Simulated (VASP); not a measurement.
# BN (P3m1) in VASP: further runs

The runs below take BN through single point, with PBE.

Everything below comes from runs of VASP 6.6.1. Logs are shortened: lines on timing, memory, paths and dates and some standing lists are left out, and cuts for length are marked.

### Step 1. The cell of the first run

It takes space group P3m1 (No. 156, trigonal). Conventional cell: a = 2.564 Å, b = 2.564 Å, c = 14.061 Å, α = 90.00°, β = 90.00°, γ = 120.00°. B (site symmetry 3m) has 3 N at 1.57 Å within 2.1 Å. B (site symmetry 3m) has 4 N at 1.57 Å within 2.1 Å. B (site symmetry 3m) has 4 N at 1.57 Å within 2.1 Å. Within 2.1 Å of B (site symmetry 3m) lie 4 N at 1.57 Å. Within 2.1 Å of B (site symmetry 3m) lie 4 N at 1.57 Å. Within 2.1 Å of B (site symmetry 3m) lie 4 N at 1.57 Å. N (site symmetry 3m) has 4 B at 1.57 Å within 2.1 Å. N (site symmetry 3m) has 4 B at 1.57 Å within 2.1 Å.

### Step 2. Single point, PBE (the distance across one plane changed)

INCAR

```
SYSTEM = BN
PREC = Accurate ; ENCUT = 520
EDIFF = 1E-7 ; ISMEAR = 0
SIGMA = 0.05 ; LREAL = .FALSE.
LASPH = .TRUE. ; NELM = 80
ALGO = Normal ; ISIF = 2
LWAVE = .FALSE. ; LCHARG = .FALSE.
GGA = PE ; NBANDS = 36
```

KPOINTS

```
Automatic mesh
0
G
  10 10 2
  0 0 0
```

POSCAR

```
BN
1.0
    1.8130010000     -1.8130010000      0.0000000000
    1.8130010000      0.0000000000     -1.8130010000
    8.1180294038      8.1180294038      8.1180294038
B N
6 6
Direct
    0.6666666667      0.6666666667      0.0558027686
    0.0000000000      0.0000000000      0.8002367151
    0.3333333333      0.3333333333      0.2046895579
    0.6666666667      0.6666666667      0.5024631365
    0.0000000000      0.0000000000      0.3535763472
    0.3333333333      0.3333333333      0.6513499258
    0.6666666667      0.6666666667      0.3907980445
    1.0000000000      1.0000000000      0.2419112552
    0.3333333333      0.3333333333      0.5396848338
    0.6666666667      0.6666666667      0.8374584124
    0.0000000000      0.0000000000      0.6885716231
    0.3333333333      0.3333333333      0.0930244660
```

Potentials or basis: VASP PAW PBE potentials, release 64 (B, N).

Started as:

```
cat potpaw_PBE.64/B/POTCAR potpaw_PBE.64/N/POTCAR > POTCAR
mpirun -np 1 vasp_std > vasp.out
```

OUTCAR:

```text
SYSTEM = BN
   PREC = Accurate
   ENCUT = 520
   EDIFF = 1E-7
   ISMEAR = 0
   LREAL = .FALSE.
   LASPH = .TRUE.
   NELM = 80
   ISIF = 2
   GGA = PE

 ion  position               nearest neighbor table
   1  0.667  0.667  0.056-  12 1.57  12 1.57  12 1.57
   2  0.000  0.000  0.800-  10 1.57  10 1.57  10 1.57  11 1.57
   3  0.333  0.333  0.205-  12 1.57   8 1.57   8 1.57   8 1.57
   4  0.667  0.667  0.502-   9 1.57   9 1.57   9 1.57   7 1.57
   5  0.000  0.000  0.354-   7 1.57   7 1.57   7 1.57   8 1.57
   6  0.333  0.333  0.651-  11 1.57  11 1.57  11 1.57   9 1.57
   7  0.667  0.667  0.391-   5 1.57   5 1.57   5 1.57   4 1.57
   8  0.000  0.000  0.242-   3 1.57   3 1.57   3 1.57   5 1.57
   9  0.333  0.333  0.540-   4 1.57   4 1.57   4 1.57   6 1.57
  10  0.667  0.667  0.837-   2 1.57   2 1.57   2 1.57
  11  0.000  0.000  0.689-   6 1.57   6 1.57   6 1.57   2 1.57
  12  0.333  0.333  0.093-   3 1.57   1 1.57   1 1.57   1 1.57

  LATTYP: Found a hexagonal cell.
 ALAT       =     2.5639706028
 C/A-ratio  =     5.4840095941

  Lattice vectors:

 A1 = (  -1.8130010000,   0.0000000000,   1.8130010000)
 A2 = (   1.8130010000,  -1.8130010000,  -0.0000000000)
 A3 = (   8.1180294038,   8.1180294038,   8.1180294038)

Analysis of symmetry for initial positions (statically):
=====================================================================
 Subroutine PRICEL returns:
 Original cell was already a primitive cell.

 Routine SETGRP: Setting up the symmetry group for a
 hexagonal supercell.

 Subroutine GETGRP returns: Found  6 space group operations
 (whereof  6 operations were pure point group operations)
 out of a pool of 24 trial point group operations.

The static configuration has the point symmetry C_3v.

Analysis of symmetry for dynamics (positions and initial velocities):
=====================================================================
 Subroutine PRICEL returns:
 Original cell was already a primitive cell.

 Routine SETGRP: Setting up the symmetry group for a
 hexagonal supercell.

 Subroutine GETGRP returns: Found  6 space group operations
 (whereof  6 operations were pure point group operations)
 out of a pool of 24 trial point group operations.

The dynamic configuration has the point symmetry C_3v.

 Subroutine INISYM returns: Found  6 space group operations
 (whereof  6 operations are pure point group operations),
 and found     1 'primitive' translations

----------------------------------------------------------------------------------------

                                     Primitive cell

  volume of cell :      80.0512

  direct lattice vectors                    reciprocal lattice vectors
     1.813001000 -1.813001000  0.000000000     0.183857225 -0.367714451  0.183857225
     1.813001000  0.000000000 -1.813001000     0.183857225  0.183857225 -0.367714451
     8.118029404  8.118029404  8.118029404     0.041060868  0.041060868  0.041060868

  length of vectors
     2.563970603  2.563970603 14.060839385     0.450356388  0.450356388  0.071119509

  position of ions in fractional coordinates (direct lattice)
     0.666666667  0.666666667  0.055802769
     0.000000000  0.000000000  0.800236715
     0.333333333  0.333333333  0.204689558
     0.666666667  0.666666667  0.502463136
     0.000000000  0.000000000  0.353576347
     0.333333333  0.333333333  0.651349926
     0.666666667  0.666666667  0.390798045
     0.000000000  0.000000000  0.241911255
     0.333333333  0.333333333  0.539684834
     0.666666667  0.666666667  0.837458412
     0.000000000  0.000000000  0.688571623
     0.333333333  0.333333333  0.093024466

  ion indices of the primitive-cell ions
   primitive index   ion index
                 1           1
                 2           2
                 3           3
                 4           4
                 5           5
                 6           6
                 7           7
                 8           8
                 9           9
                10          10
                11          11
                12          12

----------------------------------------------------------------------------------------

 KPOINTS: Automatic mesh

Automatic generation of k-mesh.
 Grid dimensions read from file:
 generate k-points for:   10   10    2

 Generating k-lattice:

  Cartesian coordinates                     Fractional coordinates (reciprocal lattice)
     0.018385723 -0.036771445  0.018385723     0.100000000  0.000000000  0.000000000
     0.018385723  0.018385723 -0.036771445     0.000000000  0.100000000  0.000000000
     0.020530434  0.020530434  0.020530434     0.000000000  0.000000000  0.500000000

  Length of vectors
     0.045035639  0.045035639  0.035559755

  Shift w.r.t. Gamma in fractional coordinates (k-lattice)
     0.000000000  0.000000000  0.000000000

 Subroutine IBZKPT returns following result:
 ===========================================

 Found     28 irreducible k-points:

[... 37 lines left out ...]
   ISYM   =      2    0-nonsym 1-usesym 2-fastsym
   POTIM  = 0.5000    time-step for ionic-motion
   TEBEG  =    0.0;   TEEND  =   0.0 temperature during run
   PSTRESS=    0.0 pullay stress
   NELECT =      48.0000    total number of electrons
   NUPDOWN=      -1.0000    fix difference up-down
   EMIN   =  10.00;   EMAX   =-10.00  energy-range for DOS
   EFERMI =   0.00;   METHOD = LEGACY
   ISMEAR =     0;   SIGMA  =   0.05  broadening in eV -4-tet -1-fermi 0-gaus
   EFERMI_NEDOS =   21; number of points for ismear=-14 and -15
   IALGO  =     38    algorithm
   IMIX   =      4    mixing-type and parameters
     AMIX     =   0.40;   BMIX     =  1.00
     AMIX_MAG =   1.60;   BMIX_MAG =  1.00
  volume/ion in A,a.u.               =       6.67        45.02
  Fermi-wavevector in a.u.,A,eV,Ry     =   1.380488  2.608744 25.929258  1.905747
  Thomas-Fermi vector in A             =   2.505360
   LORBIT       =      0    0 simple, 1 ext, 2 COOP (PROOUT), +10 PAW based schemes
   GGA     = PE    functional components
   LHFCALC =     F    Hartree Fock is set to
   AEXX    =    0.0000 exact exchange contribution
   IVDW    =     0    specifies the selected vdW correction
   LEPSILON=     F    determine dielectric tensor
   LRPA    =     F    only Hartree local field effects (RPA)
 non-spin polarized calculation
 Gauss-broadening in eV      SIGMA  =   0.05
  energy-cutoff  :      520.00
  volume of cell :       80.05
 maximum number of plane-waves:      2172
   NGX =  9   NGY =  9   NGZ = 53

 number of electron      48.0000001 magnetization

 Free energy of the ion-electron system (eV)
  ---------------------------------------------------
  ext. energy  EPLUGINS =         0.00000000
  ---------------------------------------------------
  free energy    TOTEN  =      -100.96392393 eV

  energy without entropy =     -100.96380908  energy(sigma->0) =     -100.96386650

 E-fermi :   7.7810     XC(G=0): -12.0572

 val. band max:        7.7055547020   @ k =   0.0000   0.0000   0.0000
 cond. band min:       7.8529254950   @ k =   0.5000   0.0000   0.0000
 fundamental gap:      0.1473707931
 Fermi energy:         7.7809651744

 k-point     1 :       0.0000    0.0000    0.0000
  band No.  band energies     occupation
      1     -15.2024      2.00000
      2     -14.1150      2.00000
      3     -13.1782      2.00000
      4     -12.2035      2.00000
      5     -11.0307      2.00000
      6      -8.7208      2.00000
[... 28 lines left out ...]
     35      15.3653      0.00000
     36      15.8474      0.00000

 k-point     2 :       0.1000    0.0000    0.0000
  band No.  band energies     occupation
      1     -14.9913      2.00000
      2     -13.9082      2.00000
      3     -12.9776      2.00000
      4     -12.0123      2.00000
      5     -10.8481      2.00000
      6      -8.5430      2.00000
[... 28 lines left out ...]
     35      15.7355      0.00000
     36      16.1102      0.00000
[... 817 lines left out ...]
     35      17.1072      0.00000
     36      17.4539      0.00000

 k-point    24 :       0.5000    0.1000    0.5000
  band No.  band energies     occupation
      1     -11.5122      2.00000
      2     -10.7816      2.00000
      3     -10.1660      2.00000
      4      -9.4610      2.00000
      5      -8.5704      2.00000
      6      -6.2807      2.00000
[... 28 lines left out ...]
     35      17.1470      0.00000
     36      17.5041      0.00000

 [... further k-points ...]
[... 5 lines left out ...]
  --------------------------------------------------------------------------------------
  -------------------------------------------------------------------------------------
  Total       -2.6376960     -2.6376960     -2.6376960     -1.3367395     -1.3367395     -1.3367395
  in kB      -52.7919089    -52.7919089    -52.7919089    -26.7540425    -26.7540425    -26.7540425
  external PRESSURE =     -52.7919089 kB  Pullay stress =       0.0000000 kB

 VOLUME and BASIS-vectors are now :
 -----------------------------------------------------------------------------
  energy-cutoff  :      520.00
  volume of cell :       80.05
      direct lattice vectors                 reciprocal lattice vectors
     1.813001000 -1.813001000  0.000000000     0.183857225 -0.367714451  0.183857225
     1.813001000  0.000000000 -1.813001000     0.183857225  0.183857225 -0.367714451
     8.118029404  8.118029404  8.118029404     0.041060868  0.041060868  0.041060868

 POSITION                                       TOTAL-FORCE (eV/Angst)
 -----------------------------------------------------------------------------------
      2.87034     -0.75566     -0.75566         0.316794      0.316794      0.316794
      6.49635      6.49635      6.49635         2.167219      2.167219      2.167219
      2.87034      1.05734      1.05734         0.503490      0.503490      0.503490
      6.49635      2.87034      2.87034         0.374388      0.374388      0.374388
      2.87034      2.87034      2.87034         0.377488      0.377488      0.377488
      6.49635      4.68334      4.68334         0.466552      0.466552      0.466552
      5.58984      1.96384      1.96384        -0.371003     -0.371003     -0.371003
      1.96384      1.96384      1.96384        -0.397157     -0.397157     -0.397157
      5.58984      3.77684      3.77684        -0.385718     -0.385718     -0.385718
      9.21585      5.58984      5.58984        -0.884973     -0.884973     -0.884973
      5.58984      5.58984      5.58984        -0.644490     -0.644490     -0.644490
      1.96384      0.15084      0.15084        -1.522592     -1.522592     -1.522592
 -----------------------------------------------------------------------------------
    total drift:                               -0.000267     -0.000266     -0.000266

  FREE ENERGIE OF THE ION-ELECTRON SYSTEM (eV)
  ---------------------------------------------------
  free  energy   TOTEN  =      -100.9639239275 eV

  energy  without entropy=     -100.9638090754  energy(sigma->0) =     -100.96386650
```

It took 90 s on 1 thread of Intel Xeon Platinum 8559C (Emerald Rapids), shared host; peak memory 0.21 GiB.

What came out:

| Property | Result |
| --- | --- |
| Free energy | -100.9639 eV |
| Pressure | -5.3 GPa |
| Largest force | 3.754 eV/Å |
| Band gap on the k mesh | 0.15 eV (least direct gap 0.53 eV) |

Forces in eV/Å, atoms in the order of the input:
```
B    0.317  0.317  0.317
B    2.167  2.167  2.167
B    0.503  0.503  0.503
B    0.374  0.374  0.374
B    0.377  0.377  0.377
B    0.467  0.467  0.467
N   -0.371 -0.371 -0.371
N   -0.397 -0.397 -0.397
N   -0.386 -0.386 -0.386
N   -0.885 -0.885 -0.885
N   -0.644 -0.644 -0.644
N   -1.523 -1.523 -1.523
```

Caveat: the cell differs from its parent crystal (the distance across one plane changed); the cell stands under tension; semilocal functionals underestimate gaps, and a narrow one can read as zero; forces of over 1 eV/Å act on the atoms, so gaps and moduli don't describe the material at rest.

### Step 3. Single point, PBE (the distance across one plane changed)

INCAR

```
  PREC = Accurate
  ENCUT = 520
  EDIFF = 1E-6
  ISMEAR = 0
  SIGMA = 0.05
  LREAL = False
  LASPH = True
  NELM = 100
  ALGO = Normal
  ISIF = 2
  LWAVE = False
  LCHARG = True
  GGA = PE
  LELF = True
  LVHAR = True
  NBANDS = 36
```

KPOINTS

```
regular mesh
0
Gamma
  10 10 2
```

POSCAR

```
BN
1.0
    1.8130010000     -1.8130010000      0.0000000000
    1.8130010000      0.0000000000     -1.8130010000
    8.4067045384      8.4067045384      8.4067045384
B N
6 6
Direct
    0.6666666667      0.6666666667      0.0538865752
    0.0000000000      0.0000000000      0.7727576428
    0.3333333333      0.3333333333      0.1976607888
    0.6666666667      0.6666666667      0.4852092158
    0.0000000000      0.0000000000      0.3414350023
    0.3333333333      0.3333333333      0.6289834293
    0.6666666667      0.6666666667      0.3773785557
    1.0000000000      1.0000000000      0.2336043421
    0.3333333333      0.3333333333      0.5211527692
    0.6666666667      0.6666666667      0.8087011962
    0.0000000000      0.0000000000      0.6649269827
    0.3333333333      0.3333333333      0.0898301286
```

Potentials or basis: VASP PAW PBE potentials, release 64 (B, N).

Started as:

```
cat potpaw_PBE.64/B/POTCAR potpaw_PBE.64/N/POTCAR > POTCAR
mpirun -np 1 vasp_std > vasp.out
```

Run time: 1.8 min. Hardware: 1 thread of Intel Xeon Platinum 8559C (Emerald Rapids), shared host; peak memory 0.22 GiB.

Results (log left out):

```
Free energy            : -100.3674 eV
Pressure               : -4.2 GPa
Largest force          : 3.778 eV/Å
Band gap on the k mesh : zero (bands 24 and 25 overlap by 0.23 eV)
```

Forces in eV/Å, atoms in the order of the input:
```
B    0.681  0.681  0.681
B    2.181  2.181  2.181
B    0.507  0.507  0.507
B    0.363  0.363  0.363
B    0.366  0.366  0.366
B    0.482  0.482  0.482
N   -0.357 -0.357 -0.357
N   -0.386 -0.386 -0.386
N   -0.381 -0.381 -0.381
N   -1.267 -1.267 -1.267
N   -0.711 -0.711 -0.711
N   -1.479 -1.479 -1.479
```

Stress tensor (GPa, compression positive):
```
-4.21 -1.10 -1.10
-1.10 -4.21 -1.10
-1.10 -1.10 -4.21
```

Levels at points of the mesh, in eV from the Fermi level:
```tsv
k point	band 21	band 22	band 23	band 24	band 25	band 26	band 27	band 28
(0.00, 0.00, 0.00)	-1.81	-0.93	0.10	0.21	0.21	6.17	6.17	6.38
(0.50, 0.00, 0.00)	-4.28	-4.11	-2.18	-0.55	-0.02	2.71	4.03	5.13
(0.00, 0.00, 0.50)	-1.81	-1.20	0.21	0.21	0.27	6.17	6.17	6.39
(0.50, 0.00, 0.50)	-4.27	-4.11	-2.18	-0.58	0.01	2.70	4.02	5.19
```

Caveat: the cell differs from its parent crystal (the distance across one plane changed); the cell stands under tension; semilocal functionals underestimate gaps, and a narrow one can read as zero; forces of over 1 eV/Å act on the atoms, so gaps and moduli don't describe the material at rest.

### Step 4. Single point, PBE (the distance across one plane changed)

INCAR

```
SYSTEM = BN
PREC = Accurate ; ENCUT = 520
EDIFF = 1E-6 ; ISMEAR = 0
SIGMA = 0.05 ; LREAL = .FALSE.
LASPH = .TRUE. ; NELM = 80
ALGO = Normal ; ISIF = 2
LWAVE = .FALSE. ; LCHARG = .FALSE.
GGA = PE ; NBANDS = 36
```

KPOINTS

```
regular mesh
0
G
  10 10 2
  0 0 0
```

POSCAR

```
BN
1.0
    1.8130010000     -1.8130010000      0.0000000000
    1.8130010000      0.0000000000     -1.8130010000
    8.9840548076      8.9840548076      8.9840548076
B N
6 6
Direct
    0.6666666667      0.6666666667      0.0504236145
    0.0000000000      0.0000000000      0.7230972342
    0.3333333333      0.3333333333      0.1849583385
    0.6666666667      0.6666666667      0.4540277863
    0.0000000000      0.0000000000      0.3194930624
    0.3333333333      0.3333333333      0.5885625103
    0.6666666667      0.6666666667      0.3531267434
    1.0000000000      1.0000000000      0.2185920194
    0.3333333333      0.3333333333      0.4876614673
    0.6666666667      0.6666666667      0.7567309152
    0.0000000000      0.0000000000      0.6221961912
    0.3333333333      0.3333333333      0.0840572955
```

Started as:

```
cat potpaw_PBE.64/B/POTCAR potpaw_PBE.64/N/POTCAR > POTCAR
mpirun -np 1 vasp_std > vasp.out
```

Run time: 2.5 min. Hardware: 1 thread of Intel Xeon Platinum 8559C (Emerald Rapids), shared host; peak memory 0.22 GiB.

Results (log left out):

| Quantity | Value |
| --- | --- |
| Free energy | -99.9024 eV |
| Pressure | -3.0 GPa |
| Largest force | 3.299 eV/Å |
| Band gap on the k mesh | zero (bands 24 and 25 overlap by 0.34 eV) |

Forces on the atoms (eV/Å):
```
B    0.682  0.682  0.682
B    1.904  1.904  1.904
B    0.468  0.468  0.468
B    0.325  0.325  0.325
B    0.316  0.316  0.316
B    0.458  0.458  0.458
N   -0.311 -0.311 -0.311
N   -0.317 -0.317 -0.317
N   -0.352 -0.352 -0.352
N   -1.331 -1.331 -1.331
N   -0.744 -0.744 -0.744
N   -1.100 -1.100 -1.100
```

Stress tensor (GPa, compression positive):
```
-3.01  1.21  1.21
 1.21 -3.01  1.21
 1.21  1.21 -3.01
```

Levels at points of the mesh, in eV from the Fermi level:
```tsv
k point	band 21	band 22	band 23	band 24	band 25	band 26	band 27	band 28
(0.00, 0.00, 0.00)	-1.67	-0.43	-0.20	0.32	0.32	6.47	6.47	6.49
(0.50, 0.00, 0.00)	-4.10	-3.95	-2.07	-0.09	-0.02	2.95	4.24	5.37
(0.00, 0.00, 0.50)	-1.67	-0.66	0.00	0.32	0.32	6.47	6.47	6.48
(0.50, 0.00, 0.50)	-4.10	-3.95	-2.07	-0.12	0.01	2.94	4.24	5.39
```

Caveat: the cell differs from its parent crystal (the distance across one plane changed); the cell stands under tension; semilocal functionals underestimate gaps, and a narrow one can read as zero; forces of over 1 eV/Å act on the atoms, so gaps and moduli don't describe the material at rest.

### Step 5. Overview

| cell | gap on the mesh (eV) | pressure (GPa) | largest force (eV/Å) |
| --- | --- | --- | --- |
| a = 2.564, b = 2.564, c = 14.061 Å, angles 90.0, 90.0, 60.0°, 12 atoms | 0.15 | -5.3 | 3.75 |
| a = 2.564, b = 2.564, c = 14.561 Å, angles 90.0, 90.0, 60.0°, 12 atoms | none | -4.2 | 3.78 |
| a = 2.564, b = 2.564, c = 15.561 Å, angles 90.0, 90.0, 60.0°, 12 atoms | none | -3.0 | 3.30 |

Alike in all rows: task single point; level PBE; potentials or basis VASP PAW PBE potentials, release 64 (B, N); no spin polarisation; k mesh 10 × 10 × 2; cutoff (eV) 520; smearing gaussian 0.05 eV.

Caveats: the cell stands under tension; semilocal functionals underestimate gaps, and a narrow one can read as zero; forces of over 1 eV/Å act on the atoms, so gaps and moduli don't describe the material at rest.

Absolute energies hang on the potentials; compare differences alone.

The gap in the log of VASP goes by the Fermi energy; the results here count the filled bands.